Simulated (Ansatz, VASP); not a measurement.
## Ga2O3: VASP beside Ansatz

```
Ga O
1.0
     6.12732   -1.51957    0.00242
     6.12732    1.51957    0.00242
    -1.38836    0.00000    5.63999
Ga O
4 6
Direct
  0.09051 0.09051 0.79477
  0.90949 0.90949 0.20523
  0.65874 0.65874 0.31444
  0.34126 0.34126 0.68556
  0.16421 0.16421 0.10913
  0.83579 0.83579 0.89087
  0.17335 0.17335 0.56354
  0.82665 0.82665 0.43646
  0.49630 0.49630 0.25625
  0.50370 0.50370 0.74375
```

Alike in both runs: task single point; functional r2SCAN; k mesh 8 × 8 × 4; no spin polarisation.

|  | VASP | Ansatz |
| --- | --- | --- |
| version | VASP 6.6.1 | Ansatz 0.2.0 |
| potentials or method | VASP PAW PBE potentials, release 64 (Ga_d, O) | plane waves, PAW |
| plane-wave cutoff (eV) | 520 | 500 |
| occupations | gaussian, width 0.01 eV | fixed |
| valence electrons in the cell | 88 | 88 |

Ansatz gave:

* gap on the k mesh at the Fermi level (eV): 3.03
* pressure (GPa): 0.0
* traceless stress, the component that is largest in VASP (GPa): 0.00
* rms of the force components (eV/Å): 0.001

What did VASP give for the same quantities?

gap on the k mesh at the Fermi level (eV): 3.01; pressure (GPa): 1.9; traceless stress, the component that is largest in VASP (GPa): 0.20; rms of the force components (eV/Å): 0.036.

VASP's potentials were made for PBE, not for r2SCAN. Atom by atom the forces differ by 0.035 eV/Å (rms over components).
